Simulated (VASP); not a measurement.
SiC:

```
Si C
1.0
     3.33686    0.00000    0.00000
    -1.66843    2.88981    0.00000
     0.00000    0.00000    5.05368
Si C
2 2
Cartesian
  0.0000 1.9265 0.0231
  1.6684 0.9633 2.5499
  0.0000 1.9265 1.9226
  1.6684 0.9633 4.4494
```

This cell differs from its parent crystal: volume 12.183 Å^3 an atom, c/a of the conventional cell 1.5145.

- Program: VASP 6.6.1
- Task: relaxation of the atoms
- Functional: PBE
- Potentials or basis: VASP PAW PBE potentials, release 64 (Si, C)
- Cutoff: 520 eV
- k mesh: 12 × 12 × 6
- Occupations: gaussian, width 0.05 eV
- Spin: no spin polarisation

At the start: pressure -22.2 GPa; volume 12.18 Å³/atom.

Q: Where does the relaxation end?

A: Over 3 steps the energy falls by 2.4 meV/atom; space group P6_3mc (No. 186, to 0.05 Å).

Step by step:
```csv
step,energy change (eV),largest force (eV/Å),pressure (GPa)
1,0.0000,0.4017,-22.18
2,-0.0068,0.2094,-22.97
3,-0.0098,0.0001,-22.71
```

Final structure:
```yaml
crystal:
  lattice:
    - [3.33686, 0.00000, 0.00000]
    - [-1.66843, 2.88981, 0.00000]
    - [0.00000, 0.00000, 5.05368]
  atoms:
    - { symbol: Si, position: [0.33333, 0.66667, 0.00212] }
    - { symbol: Si, position: [0.66667, 0.33333, 0.50212] }
    - { symbol: C, position: [0.33333, 0.66667, 0.38288] }
    - { symbol: C, position: [0.66667, 0.33333, 0.88288] }
```

Caveat: the cell differs from its parent crystal (volume 12.183 Å^3 an atom, c/a of the conventional cell 1.5145).
